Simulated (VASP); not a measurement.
# CdTe (F-43m) in VASP: a series of runs, part 3 of 3

VASP 6.6.1. The steps go on from the part before.

### Step 5. Electric field gradients, PBE (volume scaled by 0.75)

Input file INCAR:

```
SYSTEM = CdTe
PREC = Accurate
ENCUT = 520
EDIFF = 1E-8
ISMEAR = -1
SIGMA = 0.05
LREAL = .FALSE.
LASPH = .TRUE.
NELM = 60
ALGO = Normal
ISIF = 2
LWAVE = .FALSE.
LCHARG = .FALSE.
GGA = PE
LEFG = .TRUE.
NBANDS = 16
```

Input file KPOINTS:

```
regular mesh
0
G
  10 10 10
  0 0 0
```

Input file POSCAR:

```
CdTe
1.0
    0.0000000000      2.9119357500      2.9119357500
    2.9119357500      0.0000000000      2.9119357500
    2.9119357500      2.9119357500      0.0000000000
Cd Te
1 1
Direct
    0.0000000000      0.0000000000      0.0000000000
    0.2500000000      0.2500000000      0.2500000000
```

Potentials or basis: VASP PAW PBE potentials, release 64 (Cd, Te).

Launch:

```
$ cat potpaw_PBE.64/Cd/POTCAR potpaw_PBE.64/Te/POTCAR > POTCAR
$ mpirun -np 1 vasp_std > vasp.out
```

OUTCAR:

```text
SYSTEM = CdTe
   PREC = Accurate
   ENCUT = 520
   EDIFF = 1E-8
   ISMEAR = -1
   LREAL = .FALSE.
   LASPH = .TRUE.
   NELM = 60
   ISIF = 2
   GGA = PE

 ion  position               nearest neighbor table
   1  0.000  0.000  0.000-   2 2.52   2 2.52   2 2.52   2 2.52
   2  0.250  0.250  0.250-   1 2.52   1 2.52   1 2.52   1 2.52

  LATTYP: Found a face centered cubic cell.
 ALAT       =     5.8238715000

  Lattice vectors:

 A1 = (   0.0000000000,   2.9119357500,   2.9119357500)
 A2 = (   2.9119357500,   0.0000000000,   2.9119357500)
 A3 = (   2.9119357500,   2.9119357500,   0.0000000000)

Analysis of symmetry for initial positions (statically):
=====================================================================
 Subroutine PRICEL returns:
 Original cell was already a primitive cell.

 Routine SETGRP: Setting up the symmetry group for a
 face centered cubic supercell.

 Subroutine GETGRP returns: Found 24 space group operations
 (whereof 24 operations were pure point group operations)
 out of a pool of 48 trial point group operations.

The static configuration has the point symmetry T_d .

Analysis of symmetry for dynamics (positions and initial velocities):
=====================================================================
 Subroutine PRICEL returns:
 Original cell was already a primitive cell.

 Routine SETGRP: Setting up the symmetry group for a
 face centered cubic supercell.

 Subroutine GETGRP returns: Found 24 space group operations
 (whereof 24 operations were pure point group operations)
 out of a pool of 48 trial point group operations.

The dynamic configuration has the point symmetry T_d .

 Subroutine INISYM returns: Found 24 space group operations
 (whereof 24 operations are pure point group operations),
 and found     1 'primitive' translations

----------------------------------------------------------------------------------------

                                     Primitive cell

  volume of cell :      49.3828

  direct lattice vectors                    reciprocal lattice vectors
     0.000000000  2.911935750  2.911935750    -0.171707085  0.171707085  0.171707085
     2.911935750  0.000000000  2.911935750     0.171707085 -0.171707085  0.171707085
     2.911935750  2.911935750  0.000000000     0.171707085  0.171707085 -0.171707085

  length of vectors
     4.118099030  4.118099030  4.118099030     0.297405396  0.297405396  0.297405396

  position of ions in fractional coordinates (direct lattice)
     0.000000000  0.000000000  0.000000000
     0.250000000  0.250000000  0.250000000

  ion indices of the primitive-cell ions
   primitive index   ion index
                 1           1
                 2           2

----------------------------------------------------------------------------------------

 KPOINTS: regular mesh

Automatic generation of k-mesh.
 Grid dimensions read from file:
 generate k-points for:   10   10   10
[... 70 lines left out ...]
   ISIF   =      2    stress and relaxation
   ISYM   =      2    0-nonsym 1-usesym 2-fastsym
   POTIM  = 0.5000    time-step for ionic-motion
   TEBEG  =    0.0;   TEEND  =   0.0 temperature during run
   PSTRESS=    0.0 pullay stress
   NELECT =      18.0000    total number of electrons
   NUPDOWN=      -1.0000    fix difference up-down
   EMIN   =  10.00;   EMAX   =-10.00  energy-range for DOS
   EFERMI =   0.00;   METHOD = LEGACY
   ISMEAR =    -1;   SIGMA  =   0.05  broadening in eV -4-tet -1-fermi 0-gaus
   EFERMI_NEDOS =   21; number of points for ismear=-14 and -15
   IALGO  =     38    algorithm
   IMIX   =      4    mixing-type and parameters
     AMIX     =   0.40;   BMIX     =  1.00
     AMIX_MAG =   1.60;   BMIX_MAG =  1.00
  volume/ion in A,a.u.               =      24.69       166.63
  Fermi-wavevector in a.u.,A,eV,Ry     =   1.169429  2.209900 18.606842  1.367564
  Thomas-Fermi vector in A             =   2.305902
   LORBIT       =      0    0 simple, 1 ext, 2 COOP (PROOUT), +10 PAW based schemes
   GGA     = PE    functional components
   LHFCALC =     F    Hartree Fock is set to
   AEXX    =    0.0000 exact exchange contribution
   IVDW    =     0    specifies the selected vdW correction
   LEPSILON=     F    determine dielectric tensor
   LRPA    =     F    only Hartree local field effects (RPA)
 non-spin polarized calculation
  energy-cutoff  :      520.00
  volume of cell :       49.38
 maximum number of plane-waves:      1363
   NGX = 15   NGY = 15   NGZ = 15

 number of electron      18.0000005 magnetization

 Free energy of the ion-electron system (eV)
  ---------------------------------------------------
  ext. energy  EPLUGINS =         0.00000000
  ---------------------------------------------------
  free energy    TOTEN  =        -3.10012753 eV

  energy without entropy =       -3.10012753  energy(sigma->0) =       -3.10012753

 E-fermi :   6.7998     XC(G=0): -10.0924

 val. band max:        5.9700340098   @ k =   0.0000   0.0000   0.0000
 cond. band min:       7.6542773511   @ k =   0.5000   0.5000   0.0000
 fundamental gap:      1.6842433413
 Fermi energy:         6.7998373563

 k-point     1 :       0.0000    0.0000    0.0000
  band No.  band energies     occupation
      1      -7.6600      2.00000
      2      -4.0750      2.00000
      3      -4.0750      2.00000
      4      -4.0750      2.00000
      5      -3.4985      2.00000
      6      -3.4985      2.00000
[... 433 lines left out ...]
      3      -3.7893      2.00000
      4      -3.7447      2.00000
      5      -3.4516      2.00000
      6      -3.1400      2.00000
[... 8 lines left out ...]
     15      17.0936      0.00000
     16      18.5463      0.00000

 [... further k-points ...]

------------------------ aborting loop because EDIFF is reached ----------------------------------------

  FORCE on cell =-STRESS in cart. coord.  units (eV):
  Direction    XX          YY          ZZ          XY          YZ          ZX
  --------------------------------------------------------------------------------------
  -------------------------------------------------------------------------------------
  Total       10.5089885     10.5089885     10.5089885     -0.0000000      0.0000000      0.0000000
  in kB      340.9542749    340.9542749    340.9542749     -0.0000000      0.0000000      0.0000000
  external PRESSURE =     340.9542749 kB  Pullay stress =       0.0000000 kB

 VOLUME and BASIS-vectors are now :
 -----------------------------------------------------------------------------
  energy-cutoff  :      520.00
  volume of cell :       49.38
      direct lattice vectors                 reciprocal lattice vectors
     0.000000000  2.911935750  2.911935750    -0.171707085  0.171707085  0.171707085
     2.911935750  0.000000000  2.911935750     0.171707085 -0.171707085  0.171707085
     2.911935750  2.911935750  0.000000000     0.171707085  0.171707085 -0.171707085

 POSITION                                       TOTAL-FORCE (eV/Angst)
 -----------------------------------------------------------------------------------
      0.00000      0.00000      0.00000         0.000000     -0.000000     -0.000000
      1.45597      1.45597      1.45597        -0.000000      0.000000      0.000000
 -----------------------------------------------------------------------------------
    total drift:                                0.000000      0.000000      0.000000

  FREE ENERGIE OF THE ION-ELECTRON SYSTEM (eV)
  ---------------------------------------------------
  free  energy   TOTEN  =        -3.1001275322 eV

  energy  without entropy=       -3.1001275314  energy(sigma->0) =       -3.10012753

 Electric field gradients (V/A^2)
---------------------------------------------------------------------
 ion       V_xx      V_yy      V_zz      V_xy      V_xz      V_yz
---------------------------------------------------------------------
   1      -0.000    -0.000    -0.000     0.002     0.002     0.002
   2      -0.000    -0.000     0.000    -0.000    -0.000    -0.000
---------------------------------------------------------------------

 Electric field gradients after diagonalization (V/A^2)
 (convention: |V_zz| > |V_xx| > |V_yy|)
----------------------------------------------------------------------
 ion       V_xx      V_yy      V_zz     asymmetry (V_yy - V_xx)/ V_zz
----------------------------------------------------------------------
   1      -0.002    -0.002     0.004       0.000
   2       0.000     0.000    -0.000       0.000
----------------------------------------------------------------------

           NMR quadrupolar parameters

 Cq : quadrupolar parameter    Cq=e*Q*V_zz/h
 eta: asymmetry parameters     (V_yy - V_xx)/ V_zz
 Q  : nuclear electric quadrupole moment in mb (millibarn)
----------------------------------------------------------------------
 ion       Cq(MHz)       eta       Q (mb)
----------------------------------------------------------------------
   1       0.000       0.000       1.000
   2      -0.000       0.000       1.000
----------------------------------------------------------------------
```

OSZICAR:

```text
N       E                     dE             d eps       ncg     rms          rms(c)
DAV:   1     0.109758190891E+03    0.10976E+03   -0.87954E+03  1528   0.102E+03
DAV:   2     0.170209931800E-01   -0.10974E+03   -0.10473E+03  1784   0.254E+02
DAV:   3    -0.334528916055E+01   -0.33623E+01   -0.33573E+01  1816   0.464E+01
DAV:   4    -0.337150770544E+01   -0.26219E-01   -0.26217E-01  2144   0.374E+00
DAV:   5    -0.337181885279E+01   -0.31115E-03   -0.31115E-03  1896   0.314E-01    0.114E+01
DAV:   6    -0.312612792632E+01    0.24569E+00   -0.40426E-01  1848   0.998E+00    0.831E+00
DAV:   7    -0.310059558435E+01    0.25532E-01   -0.17680E-01  1800   0.308E+00    0.214E+00
DAV:   8    -0.310003172463E+01    0.56386E-03   -0.19893E-02  1616   0.185E+00    0.759E-01
DAV:   9    -0.310005328003E+01   -0.21555E-04   -0.15691E-03  1880   0.376E-01    0.219E-01
DAV:  10    -0.310011005284E+01   -0.56773E-04   -0.12453E-04  1880   0.944E-02    0.659E-02
DAV:  11    -0.310012497600E+01   -0.14923E-04   -0.34320E-05  1712   0.538E-02    0.132E-02
DAV:  12    -0.310012731221E+01   -0.23362E-05   -0.41982E-06  1768   0.222E-02    0.488E-03
DAV:  13    -0.310012756159E+01   -0.24938E-06   -0.93214E-07  1680   0.785E-03    0.135E-03
DAV:  14    -0.310012746881E+01    0.92780E-07   -0.70131E-08  1984   0.194E-03    0.902E-04
DAV:  15    -0.310012753359E+01   -0.64780E-07   -0.97261E-09  1312   0.137E-03    0.341E-04
DAV:  16    -0.310012753215E+01    0.14368E-08   -0.67463E-10  1008   0.252E-04
   1 F= -.31001275E+01 E0= -.31001275E+01  d E =-.735853E-09
```

Wall time 42 s (1 thread of Intel Xeon Platinum 8488C (Sapphire Rapids), shared host); peak memory 0.19 GiB.

What came out:

| Property | Result |
| --- | --- |
| Free energy | -3.1001 eV |
| Pressure | 34.1 GPa |
| Band gap on the k mesh | 1.68 eV, indirect (least direct gap 1.77 eV) |

Levels at points of the mesh, in eV from the valence-band top:
```csv
k point,band 6,band 7,band 8,band 9,band 10,band 11,band 12,band 13
"(0.00, 0.00, 0.00)",-9.47,0.00,0.00,0.00,1.77,4.16,4.16,4.16
"(0.50, 0.00, 0.00)",-8.78,-6.75,-1.41,-1.41,2.05,4.84,4.84,6.73
"(0.50, 0.50, 0.00)",-8.51,-6.18,-3.29,-3.29,1.68,2.22,10.73,10.73
```

Caveat: the cell differs from its parent crystal (volume scaled by 0.75); without QUAD_EFG the Cq values of the log hold for a quadrupole moment of 1 mb, not for the nuclei; spin-orbit coupling is left out, which moves the levels of the heavy elements. A k mesh can miss the band edges.

### Step 6. Electric field gradients, PBE

This run uses another cell than the first one, of 32.92 Å³/atom, 1.538 times its volume.

Input file INCAR:

```
PREC = Accurate ; ENCUT = 520
EDIFF = 1E-8 ; ISMEAR = -1
SIGMA = 0.05 ; LREAL = False
LASPH = True ; NELM = 80
ALGO = Normal ; ISIF = 2
LWAVE = False ; LCHARG = False
GGA = PE ; LEFG = True
NBANDS = 16
```

Input file KPOINTS:

```
Automatic mesh
0
Gamma
  10 10 10
```

Input file POSCAR:

```
CdTe
1.0
    0.0000000000      3.2050000000      3.2050000000
    3.2050000000      0.0000000000      3.2050000000
    3.2050000000      3.2050000000      0.0000000000
Cd Te
1 1
Direct
    0.0000000000      0.0000000000      0.0000000000
    0.2500000000      0.2500000000      0.2500000000
```

Potentials or basis: VASP PAW PBE potentials, release 64 (Cd, Te).

Launch:

```
$ cat potpaw_PBE.64/Cd/POTCAR potpaw_PBE.64/Te/POTCAR > POTCAR
$ mpirun -np 1 vasp_std > vasp.out
```

OUTCAR:

```text
PREC = Accurate
   ENCUT = 520
   EDIFF = 1E-8
   ISMEAR = -1
   LREAL = False
   LASPH = True
   NELM = 80
   ISIF = 2
   GGA = PE

 ion  position               nearest neighbor table
   1  0.000  0.000  0.000-   2 2.78   2 2.78   2 2.78   2 2.78
   2  0.250  0.250  0.250-   1 2.78   1 2.78   1 2.78   1 2.78

  LATTYP: Found a face centered cubic cell.
 ALAT       =     6.4100000000

  Lattice vectors:

 A1 = (   0.0000000000,   3.2050000000,   3.2050000000)
 A2 = (   3.2050000000,   0.0000000000,   3.2050000000)
[... 667 lines left out ...]
  FREE ENERGIE OF THE ION-ELECTRON SYSTEM (eV)
  ---------------------------------------------------
  free  energy   TOTEN  =        -4.7275061071 eV

  energy  without entropy=       -4.7275052703  energy(sigma->0) =       -4.72750569

 Electric field gradients (V/A^2)
---------------------------------------------------------------------
 ion       V_xx      V_yy      V_zz      V_xy      V_xz      V_yz
---------------------------------------------------------------------
   1       0.000     0.000     0.000     0.001     0.001     0.001
   2      -0.000     0.000     0.000    -0.000    -0.000    -0.000
---------------------------------------------------------------------

 Electric field gradients after diagonalization (V/A^2)
 (convention: |V_zz| > |V_xx| > |V_yy|)
----------------------------------------------------------------------
 ion       V_xx      V_yy      V_zz     asymmetry (V_yy - V_xx)/ V_zz
----------------------------------------------------------------------
   1      -0.001    -0.001     0.002       0.000
   2       0.000     0.000    -0.000       0.000
----------------------------------------------------------------------

           NMR quadrupolar parameters

 Cq : quadrupolar parameter    Cq=e*Q*V_zz/h
 eta: asymmetry parameters     (V_yy - V_xx)/ V_zz
 Q  : nuclear electric quadrupole moment in mb (millibarn)
----------------------------------------------------------------------
 ion       Cq(MHz)       eta       Q (mb)
----------------------------------------------------------------------
   1       0.000       0.000       1.000
   2      -0.000       0.000       1.000
----------------------------------------------------------------------
```

It took 59 s on 1 thread of Intel Xeon Platinum 8488C (Sapphire Rapids), shared host; peak memory 0.23 GiB.

What came out:

- Free energy: -4.7275 eV
- Pressure: 4.4 GPa
- Band gap on the k mesh: 0.87 eV, direct

Caveat: without QUAD_EFG the Cq values of the log hold for a quadrupole moment of 1 mb, not for the nuclei; spin-orbit coupling is left out, which moves the levels of the heavy elements.

### Step 7. The runs side by side

| cell | gap on the mesh (eV) | pressure (GPa) |
| --- | --- | --- |
| a = 3.926 Å, angles 60.0°, 2 atoms | 1.15 | 65.7 |
| a = 4.024 Å, angles 60.0°, 2 atoms | 1.43 | 47.4 |
| a = 4.118 Å, angles 60.0°, 2 atoms | 1.68 | 34.1 |
| a = 4.533 Å, angles 60.0°, 2 atoms | 0.87 | 4.4 |

Alike in all rows: task electric field gradients; level PBE; potentials or basis VASP PAW PBE potentials, release 64 (Cd, Te); no spin polarisation; k mesh 10 × 10 × 10; cutoff (eV) 520; smearing fermi-dirac 0.05 eV.

Caveats: spin-orbit coupling is left out, which moves the levels of the heavy elements.

Absolute energies hang on the potentials; compare differences alone.
